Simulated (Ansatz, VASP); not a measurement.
## Two plane-wave programs on AgCl

The input INCAR:

```
PREC     = Accurate       # precision mode
ENCUT    = 520            # plane-wave cutoff, eV
EDIFF    = 1E-6           # SCF threshold, eV
ISMEAR   = 0              # smearing method
SIGMA    = 0.05           # smearing width, eV
LREAL    = False          # projectors in reciprocal space
LASPH    = True           # aspherical terms in the spheres
NELM     = 100            # most SCF steps
ALGO     = Normal         # electronic algorithm
ISIF     = 2              # what is computed and relaxed
LWAVE    = False          # write WAVECAR
LCHARG   = True           # write CHGCAR
GGA      = PE             # functional
LELF     = True           # ELF
LVHAR    = True         
NBANDS   = 16             # bands
```

Contents of KPOINTS:

```
regular mesh
0
Gamma
  8 8 8
```

File POSCAR:

```
AgCl
1.0
    0.0000000000      2.5512980000      2.6622240000
    2.5512980000      0.0000000000      2.6622240000
    2.5512980000      2.5512980000      0.0000000000
Ag Cl
1 1
Direct
    0.5000000000      0.5000000000      0.5000000000
    0.0000000000      0.0000000000      0.0000000000
```

Input for Ansatz:

```yaml
crystal:
  lattice:
    - [0.0, 2.551298, 2.662224]
    - [2.551298, 0.0, 2.662224]
    - [2.551298, 2.551298, 0.0]
  atoms:
    - { symbol: Ag, position: [0.5, 0.5, 0.5] }
    - { symbol: Cl, position: [0.0, 0.0, 0.0] }
basis:
  ecutwfc: 420
kpoints:
  mp_grid: { grid: [8, 8, 8] }
hamiltonian:
  xc: pbe
scf:
  occupations: { method: gaussian, width: 0.05 }
output:
  forces: true
  stress: true
  eigenvalues: true
```

Change from the starting cell: strain -0.080 along x and y, -0.040 along z, atoms carried along.

Alike in both runs: task single point; functional PBE; k mesh 8 × 8 × 8; occupations gaussian, width 0.05 eV; no spin polarisation.

|  | VASP | Ansatz |
| --- | --- | --- |
| version | VASP 6.6.1 | Ansatz 0.2.0 |
| potentials or method | VASP PAW PBE potentials, release 64 (Ag, Cl), cutoff 520 eV | scalar-relativistic, plane waves, PAW |
| valence electrons in the cell | 18 | 26 |

```tsv
	VASP	Ansatz	Ansatz less VASP
gap on the k mesh at the Fermi level (eV)	0.80	0.81	+0.004
least direct gap on the mesh (eV)	3.38	3.36	-0.014
pressure (GPa)	19.4	19.6	+0.23
traceless stress, the component that is largest in VASP (GPa)	-3.49	-3.51	-0.021
```

VASP's potentials hold 18 valence electrons a cell and Ansatz's 26, so a difference there can come from the potentials and not from the codes.
